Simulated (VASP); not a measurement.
# SbC (Cmmm) in VASP: single point with PBE

Aim: the single point of SbC with PBE.

All numbers are computed with VASP 6.6.1; they aren't measurements. Logs are shortened: lines on timing, memory, paths and dates and some standing lists are left out, and cuts for length are marked.

### Step 1. The cell of the first run

Symmetry: Cmmm, No. 65, orthorhombic system. The conventional cell has a = 3.318 Å, b = 4.920 Å, c = 4.738 Å, α = 90.00°, β = 90.00°, γ = 90.00°. Within 3.8 Å of Sb (site symmetry mmm) lie 8 C at 2.89 to 3.41 Å and 6 Sb at 2.97 to 3.32 Å. C (site symmetry mmm) has 8 Sb at 2.89 to 3.41 Å and 6 C at 2.97 to 3.32 Å within 3.8 Å.

### Step 2. Single point, PBE

The input, INCAR:

```
ALGO = Normal ; EDIFF = 1E-7
ENCUT = 520 ; GGA = PE
ISIF = 2 ; ISMEAR = 0
LASPH = T ; LCHARG = F
LREAL = F ; LWAVE = F
NBANDS = 12 ; NELM = 60
PREC = Accurate ; SIGMA = 0.1
```

The input, KPOINTS:

```
k-points
0
Gamma
  6 6 4
```

The input, POSCAR:

```
SbC
1.0
    1.6588157000     -2.4598069800      0.0000000000
    1.6588157000      2.4598069800      0.0000000000
    0.0000000000      0.0000000000      4.7375611500
Sb C
1 1
Direct
    0.0000000000      0.0000000000      0.0000000000
    0.5000000000      0.5000000000      0.5000000000
```

Potentials or basis: VASP PAW PBE potentials, release 64 (Sb, C).

On the command line:

```
$ cat potpaw_PBE.64/Sb/POTCAR potpaw_PBE.64/C/POTCAR > POTCAR
$ mpirun -np 1 vasp_std > vasp.out
```

OUTCAR:

```text
EDIFF = 1E-7
   ENCUT = 520
   GGA = PE
   ISIF = 2
   ISMEAR = 0
   LASPH = T
   LREAL = F
   NELM = 60
   PREC = Accurate

 ion  position               nearest neighbor table
   1  0.000  0.000  0.000-   2 2.89   2 2.89   2 2.89   2 2.89
   2  0.500  0.500  0.500-   1 2.89   1 2.89   1 2.89   1 2.89

  LATTYP: Found a base centered orthorhombic cell.
 ALAT       =     3.3176314000
 B/A-ratio  =     1.4828693628
 C/A-ratio  =     1.4279950298

  Lattice vectors:

 A1 = (   1.6588157000,  -2.4598069800,   0.0000000000)
 A2 = (   1.6588157000,   2.4598069800,   0.0000000000)
 A3 = (   0.0000000000,   0.0000000000,   4.7375611500)

Analysis of symmetry for initial positions (statically):
=====================================================================
 Subroutine PRICEL returns:
 Original cell was already a primitive cell.

 Routine SETGRP: Setting up the symmetry group for a
 base centered orthorhombic supercell.

 Subroutine GETGRP returns: Found  8 space group operations
 (whereof  8 operations were pure point group operations)
 out of a pool of  8 trial point group operations.

The static configuration has the point symmetry D_2h.

Analysis of symmetry for dynamics (positions and initial velocities):
=====================================================================
 Subroutine PRICEL returns:
 Original cell was already a primitive cell.

 Routine SETGRP: Setting up the symmetry group for a
 base centered orthorhombic supercell.

 Subroutine GETGRP returns: Found  8 space group operations
 (whereof  8 operations were pure point group operations)
 out of a pool of  8 trial point group operations.

The dynamic configuration has the point symmetry D_2h.

 Subroutine INISYM returns: Found  8 space group operations
 (whereof  8 operations are pure point group operations),
 and found     1 'primitive' translations

----------------------------------------------------------------------------------------

                                     Primitive cell

  volume of cell :      38.6620

  direct lattice vectors                    reciprocal lattice vectors
     1.658815700 -2.459806980  0.000000000     0.301419862 -0.203267982  0.000000000
     1.658815700  2.459806980  0.000000000     0.301419862  0.203267982  0.000000000
     0.000000000  0.000000000  4.737561150     0.000000000  0.000000000  0.211079070

  length of vectors
     2.966870389  2.966870389  4.737561150     0.363554406  0.363554406  0.211079070

  position of ions in fractional coordinates (direct lattice)
     0.000000000  0.000000000  0.000000000
     0.500000000  0.500000000  0.500000000

  ion indices of the primitive-cell ions
   primitive index   ion index
                 1           1
                 2           2

----------------------------------------------------------------------------------------

 KPOINTS: k-points

Automatic generation of k-mesh.
 Grid dimensions read from file:
 generate k-points for:    6    6    4

 Generating k-lattice:

  Cartesian coordinates                     Fractional coordinates (reciprocal lattice)
     0.050236644 -0.033877997  0.000000000     0.166666667 -0.000000000  0.000000000
     0.050236644  0.033877997  0.000000000    -0.000000000  0.166666667  0.000000000
     0.000000000  0.000000000  0.052769767     0.000000000  0.000000000  0.250000000

  Length of vectors
     0.060592401  0.060592401  0.052769767

  Shift w.r.t. Gamma in fractional coordinates (k-lattice)
     0.000000000  0.000000000  0.000000000

 Subroutine IBZKPT returns following result:
 ===========================================

 Found     39 irreducible k-points:

 Following reciprocal coordinates:
            Coordinates               Weight
  0.000000  0.000000  0.000000      1.000000
  0.166667  0.000000  0.000000      4.000000
  0.333333  0.000000  0.000000      4.000000
  0.500000  0.000000  0.000000      2.000000
  0.166667  0.166667  0.000000      2.000000
  0.333333  0.166667  0.000000      4.000000
[... 16 lines left out ...]
  0.333333  0.333333  0.250000      4.000000
  0.500000  0.333333  0.250000      8.000000
 [... further k-points ...]
   k-points           NKPTS =     39   k-points in BZ     NKDIM =     39   number of bands    NBANDS=     12
   number of dos      NEDOS =    301   number of ions     NIONS =      2
   total plane-waves  NPLWV =  20736
   dimension x,y,z NGX =    24 NGY =   24 NGZ =   36
   dimension x,y,z NGXF=    48 NGYF=   48 NGZF=   72
   ions per type =               1   1
   NGX,Y,Z   is equivalent  to a cutoff of  13.45, 13.45, 12.63 a.u.
   NGXF,Y,Z  is equivalent  to a cutoff of  26.90, 26.90, 25.27 a.u.
 SYSTEM =  unknown system
   PREC   = accura    normal or accurate (medium, high low for compatibility)
   ISTART =      0    job   : 0-new  1-cont  2-samecut
   ICHARG =      2    charge: 1-file 2-atom 10-const
   ISPIN  =      1    spin polarized calculation?
   LNONCOLLINEAR =      F non collinear calculations
   LSORBIT =      F    spin-orbit coupling
   LASPH  =      T    aspherical Exc in radial PAW
   ENCUT  =  520.0 eV  38.22 Ry    6.18 a.u.   5.52  5.52  8.81*2*pi/ulx,y,z
   NELM   =     60;   NELMIN=  2; NELMDL= -5     # of ELM steps
   EDIFF  = 0.1E-06   stopping-criterion for ELM
   LREAL  =      F    real-space projection
   EDIFFG = 0.1E-05   stopping-criterion for IOM
   NSW    =      0    number of steps for IOM
   IBRION =     -1    ionic relax: 0-MD 1-quasi-New 2-CG
   NFREE  =      0    steps in history (QN), initial steepest desc. (CG)
   ISIF   =      2    stress and relaxation
   ISYM   =      2    0-nonsym 1-usesym 2-fastsym
   POTIM  = 0.5000    time-step for ionic-motion
   TEBEG  =    0.0;   TEEND  =   0.0 temperature during run
   PSTRESS=    0.0 pullay stress
   NELECT =       9.0000    total number of electrons
   NUPDOWN=      -1.0000    fix difference up-down
   EMIN   =  10.00;   EMAX   =-10.00  energy-range for DOS
   EFERMI =   0.00;   METHOD = LEGACY
   ISMEAR =     0;   SIGMA  =   0.10  broadening in eV -4-tet -1-fermi 0-gaus
   EFERMI_NEDOS =   21; number of points for ismear=-14 and -15
   IALGO  =     38    algorithm
   IMIX   =      4    mixing-type and parameters
     AMIX     =   0.40;   BMIX     =  1.00
     AMIX_MAG =   1.60;   BMIX_MAG =  1.00
  volume/ion in A,a.u.               =      19.33       130.45
  Fermi-wavevector in a.u.,A,eV,Ry     =   1.007073  1.903092 13.798978  1.014196
  Thomas-Fermi vector in A             =   2.139855
   LORBIT       =      0    0 simple, 1 ext, 2 COOP (PROOUT), +10 PAW based schemes
   GGA     = PE    functional components
   LHFCALC =     F    Hartree Fock is set to
   AEXX    =    0.0000 exact exchange contribution
   IVDW    =     0    specifies the selected vdW correction
   LEPSILON=     F    determine dielectric tensor
   LRPA    =     F    only Hartree local field effects (RPA)
 non-spin polarized calculation
 Gauss-broadening in eV      SIGMA  =   0.10
  energy-cutoff  :      520.00
  volume of cell :       38.66
 maximum number of plane-waves:      1067
 NGX is ok and might be reduce to    24
   NGX = 11   NGY = 11   NGZ = 17

 number of electron       9.0000000 magnetization

 Free energy of the ion-electron system (eV)
  ---------------------------------------------------
  ext. energy  EPLUGINS =         0.00000000
  ---------------------------------------------------
  free energy    TOTEN  =        -7.63342082 eV

  energy without entropy =       -7.62261396  energy(sigma->0) =       -7.62801739

 E-fermi :   6.4410     XC(G=0): -10.2319

 val. band max:        6.4276023509   @ k =  -0.3333   0.3333   0.2500
 cond. band min:       6.4663514580   @ k =  -0.3333   0.1667   0.0000
 fundamental gap:      0.0387491071
 Fermi energy:         6.4410061995

 k-point     1 :       0.0000    0.0000    0.0000
  band No.  band energies     occupation
      1      -6.9322      2.00000
      2      -1.8993      2.00000
      3       1.5148      2.00000
      4       7.8592      0.00000
      5       8.8221      0.00000
      6      11.0271      0.00000
      7      13.3574      0.00000
      8      13.9120      0.00000
      9      15.0473      0.00000
     10      16.4261      0.00000
     11      20.1000      0.00000
     12      20.1946      0.00000

 k-point     2 :       0.1667    0.0000    0.0000
  band No.  band energies     occupation
      1      -6.3941      2.00000
      2      -1.6241      2.00000
      3       2.0476      2.00000
      4       6.4785      0.59565
      5       8.4354      0.00000
      6       9.9515      0.00000
      7      10.5262      0.00000
      8      12.7293      0.00000
      9      16.4026      0.00000
     10      17.6114      0.00000
     11      18.7444      0.00000
     12      19.6632      0.00000

 k-point     3 :       0.3333    0.0000    0.0000
  band No.  band energies     occupation
      1      -4.8148      2.00000
      2      -1.1759      2.00000
      3       3.3822      2.00000
      4       3.5716      2.00000
      5       6.5441      0.14498
      6       8.1356      0.00000
      7       8.7325      0.00000
      8      11.4914      0.00000
      9      16.1241      0.00000
     10      16.7690      0.00000
     11      18.6296      0.00000
     12      20.5094      0.00000
[... 286 lines left out ...]
 k-point    23 :       0.3333    0.3333    0.2500
  band No.  band energies     occupation
      1      -1.7774      2.00000
      2      -0.8597      2.00000
      3       2.6900      2.00000
      4       3.1099      2.00000
      5       4.6751      2.00000
      6       5.7961      2.00000
      7       7.6249      0.00000
      8       9.7575      0.00000
      9      14.3609      0.00000
     10      17.3005      0.00000
     11      18.3807      0.00000
     12      20.5670      0.00000

 k-point    24 :       0.5000    0.3333    0.2500
  band No.  band energies     occupation
      1      -2.5302      2.00000
      2      -0.4784      2.00000
      3       2.7160      2.00000
      4       3.9092      2.00000
      5       5.5718      2.00000
      6       6.5292      0.21222
      7       7.0816      0.00000
      8      10.4356      0.00000
      9      13.8828      0.00000
     10      15.0721      0.00000
     11      17.6081      0.00000
     12      18.9432      0.00000

 [... further k-points ...]
[... 5 lines left out ...]
  --------------------------------------------------------------------------------------
  -------------------------------------------------------------------------------------
  Total       -0.1198805      1.3692000     -5.3793416      0.0000000      0.0000000      0.0000000
  in kB       -4.9679273     56.7405409   -222.9234281      0.0000000      0.0000000      0.0000000
  external PRESSURE =     -57.0502715 kB  Pullay stress =       0.0000000 kB

 VOLUME and BASIS-vectors are now :
 -----------------------------------------------------------------------------
  energy-cutoff  :      520.00
  volume of cell :       38.66
      direct lattice vectors                 reciprocal lattice vectors
     1.658815700 -2.459806980  0.000000000     0.301419862 -0.203267982  0.000000000
     1.658815700  2.459806980  0.000000000     0.301419862  0.203267982  0.000000000
     0.000000000  0.000000000  4.737561150     0.000000000  0.000000000  0.211079070

 POSITION                                       TOTAL-FORCE (eV/Angst)
 -----------------------------------------------------------------------------------
      0.00000      0.00000      0.00000         0.000000      0.000000      0.000000
      1.65882      0.00000      2.36878         0.000000      0.000000      0.000000
 -----------------------------------------------------------------------------------
    total drift:                                0.000000      0.000000     -0.000000

  FREE ENERGIE OF THE ION-ELECTRON SYSTEM (eV)
  ---------------------------------------------------
  free  energy   TOTEN  =        -7.6334208230 eV

  energy  without entropy=       -7.6226139603  energy(sigma->0) =       -7.62801739
```

Run time: 6.2 s. Hardware: 1 thread of Intel Xeon 6975P-C (Granite Rapids), shared host; peak memory 0.16 GiB.

Results:

| Item | Value |
| --- | --- |
| Free energy | -7.6334 eV |
| Pressure | -5.7 GPa |

Caveat: the k points lie up to 0.38 Å⁻¹ apart; spin-orbit coupling is left out, which moves the levels of the heavy elements.
